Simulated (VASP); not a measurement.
Here is a VASP 6.6.1 calculation.

INCAR

```
SYSTEM = CaH8Cl2O4
ALGO     = Normal         ! electronic algorithm
EDIFF    = 1E-6           ! SCF threshold, eV
ENCUT    = 520            ! plane-wave cutoff, eV
GGA      = PE             ! functional
ISIF     = 2              ! what is computed and relaxed
ISMEAR   = -1             ! smearing method
IVDW     = 12             ! dispersion correction
LASPH    = .True.         ! aspherical terms in the spheres
LCHARG   = .True.         ! write CHGCAR
LELF     = .True.         ! ELF
LREAL    = Auto         
LVHAR    = .True.       
LWAVE    = .False.        ! write WAVECAR
NBANDS   = 41             ! bands
NELM     = 80             ! most SCF steps
PREC     = Accurate       ! precision mode
SIGMA    = 0.02           ! smearing width, eV
```

The input KPOINTS:

```
k-points
0
Gamma
  1 1 1
  0 0 0
```

File POSCAR:

```
CaH8Cl2O4
1.0
    6.6758680000      0.0000000000      0.0000000000
    0.0000000000      6.6758680000      0.0000000000
    0.0000000000      0.0000000000      6.6758680000
O H Ca Cl
4 8 1 2
Direct
    0.7068893513      0.2070592169     -0.0485030561
    0.2947332092      0.4870977077     -0.2397590845
    0.7780860856      0.9027140740      0.4438673743
   -0.1472617493      0.6514358882     -0.1091843038
    0.6555102647      0.0994028042      0.0407437655
    0.6968232446      0.3361210857      0.0066657999
    0.2710209369      0.4995305479     -0.1006161296
    0.2923514965      0.6366063559     -0.2711707302
    0.9191763528      0.8801701891      0.4854499819
    0.7085370771      0.7748805099      0.4400027083
   -0.0776528236      0.7684843379     -0.1050649893
   -0.2220834804      0.6707741975     -0.2419460660
    0.4731219970      0.2134853475      0.6646776120
    0.6802111725      0.4738709633      0.4359582904
    0.2639956332      0.9156711906      0.7466594606
```

Potentials or basis: VASP PAW PBE potentials, release 64 (O, H, Ca_sv, Cl).

The run is started by

```bash
$ cat potpaw_PBE.64/O/POTCAR potpaw_PBE.64/H/POTCAR potpaw_PBE.64/Ca_sv/POTCAR potpaw_PBE.64/Cl/POTCAR > POTCAR
$ mpirun -np 1 vasp_gam > vasp.out
```

Problem. Predict the pressure.

Solution. 0.6 GPa.

Problem. Predict the dispersion energy per atom.

Solution. -0.044 eV.

Problem. What does it give for the band gap on the k mesh?

Solution. 4.00 eV.

Forces on the atoms (eV/Å):
```
O   -0.782 -2.771 -1.340
O    0.499  0.501 -0.955
O    0.763  1.409  0.463
O   -3.219 -2.810 -2.002
H    0.558  1.130 -0.050
H    0.110  1.698  1.486
H   -0.592 -0.303  1.635
H    0.160 -0.795 -0.438
H   -1.056 -0.071 -0.281
H    0.276 -0.703 -0.068
H    2.301  3.397  0.499
H    0.854 -0.707  1.510
Ca   1.195  0.721 -0.496
Cl  -0.603 -0.686  0.047
Cl  -0.464 -0.010 -0.011
```

Caveat: the k points lie up to 0.94 Å⁻¹ apart.
